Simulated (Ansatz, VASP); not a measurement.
CoO in VASP and in Ansatz

```xyz
2
Lattice="0.0000 2.1315 2.1315 2.1315 0.0000 2.1315 2.1315 2.1315 0.0000" Properties=species:S:1:pos:R:3 pbc="T T T"
Co    0.0000    0.0000    0.0000
O     2.1315    2.1315    2.1315
```

Alike in both runs: task single point; functional PBE; k mesh 6 × 6 × 6; occupations gaussian, width 0.05 eV; collinear spin; Hubbard terms Co d U = 3.3 eV.

|  | VASP | Ansatz |
| --- | --- | --- |
| version | VASP 6.6.1 | Ansatz 0.2.0 |
| potentials or method | VASP PAW PBE potentials, release 64 (Co_sv, O), cutoff 600 eV | scalar-relativistic, plane waves, PAW |
| valence electrons in the cell | 23 | 23 |

VASP gave:

| Property | Result |
| --- | --- |
| pressure (GPa) | -2.9 |
| net moment per atom (μB) | 1.50 |
| size of the moment on the site where the two differ most (μB) | 2.69 |

Question: Estimate Ansatz's values.

Answer: Pressure (GPa): 8.2; net moment per atom (μB): 1.50; size of the moment on the site where the two differ most (μB): 2.60.

Site moments also hang on the region over which each program counts them. The programs project onto different local orbitals, so the same U acts differently, and such runs can settle in different states. Ansatz's warnings: reached outside group.

The k mesh is coarse, so the values compare programs but aren't converged.
